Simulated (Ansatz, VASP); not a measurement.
Pd in VASP and in Ansatz

```
CELL_PARAMETERS angstrom
0.00000 1.97417 1.97417
1.97417 0.00000 1.97417
1.97417 1.97417 0.00000
ATOMIC_POSITIONS crystal
Pd 0.00000 0.00000 0.00000
```

Alike in both runs: task relaxation of cell and atoms; functional PBE; k mesh 18 × 18 × 18; occupations gaussian, width 0.1 eV; no spin polarisation.

|  | VASP | Ansatz |
| --- | --- | --- |
| version | VASP 6.6.1 | Ansatz 0.2.0 |
| potentials or method | VASP PAW PBE potentials, release 64 (Pd), cutoff 500 eV | scalar-relativistic, plane waves, PAW |
| valence electrons in the cell | 10 | 18 |

```tsv
	VASP	Ansatz	Ansatz less VASP
gap on the k mesh at the Fermi level, each at its own relaxed structure (eV)	none	none	-
relaxed volume (Å³/atom)	15.29	15.31	+0.022
relaxed cell length with the largest relative difference (Å)	2.786	2.787	+0.0013
```

A gap of «none» marks a metal or a gap that the smearing closes. VASP's potentials hold 10 valence electrons a cell and Ansatz's 18, so a difference there can come from the potentials and not from the codes.
